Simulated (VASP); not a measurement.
Input of a VASP 6.6.1 run:

Contents of INCAR:

```
SYSTEM = SiBI
  PREC = Accurate
  ENCUT = 520
  EDIFF = 1E-7
  ISMEAR = 0
  SIGMA = 0.1
  LREAL = .False.
  LASPH = .True.
  NELM = 80
  ALGO = Normal
  ISIF = 2
  LWAVE = .False.
  LCHARG = .False.
  GGA = PE
  NBANDS = 23
```

The input KPOINTS:

```
regular mesh
0
Gamma
  4 4 2
  0 0 0
```

Contents of POSCAR:

```
SiBI
1.0
    3.8951527200      0.0000000000      0.0000000000
    0.0000000000      3.8951527200      0.0000000000
    0.0000000000      0.0000000000      8.0892396900
Si B I
2 2 2
Direct
    0.5000000000      0.0000000000      0.1639200000
    0.0000000000      0.5000000000      0.8360800000
    0.0000000000      0.0000000000      0.0000000000
    0.5000000000      0.5000000000      0.0000000000
    0.5000000000      0.0000000000      0.6629700100
    0.0000000000      0.5000000000      0.3370299900
```

Potentials or basis: VASP PAW PBE potentials, release 64 (Si, B, I).

Command:

```bash
$ cat potpaw_PBE.64/Si/POTCAR potpaw_PBE.64/B/POTCAR potpaw_PBE.64/I/POTCAR > POTCAR
$ mpirun -np 1 vasp_std > vasp.out
```

Problem. Predict the band gap on the k mesh.

Solution. Zero (bands 14 and 15 overlap by 1.57 eV).

Problem. Estimate the pressure.

Solution. -6.0 GPa.

Forces on the atoms (eV/Å):
```
Si   0.000  0.000 -1.686
Si   0.000  0.000  1.686
B    0.000  0.000  0.000
B    0.000  0.000  0.000
I    0.000  0.000 -0.706
I    0.000  0.000  0.706
```

Caveat: the k points lie up to 0.40 Å⁻¹ apart, too coarse for converged energies and pressures of a metal; spin-orbit coupling is left out, which moves the levels of the heavy elements; forces of over 1 eV/Å act on the atoms, so gaps and moduli don't describe the material at rest.
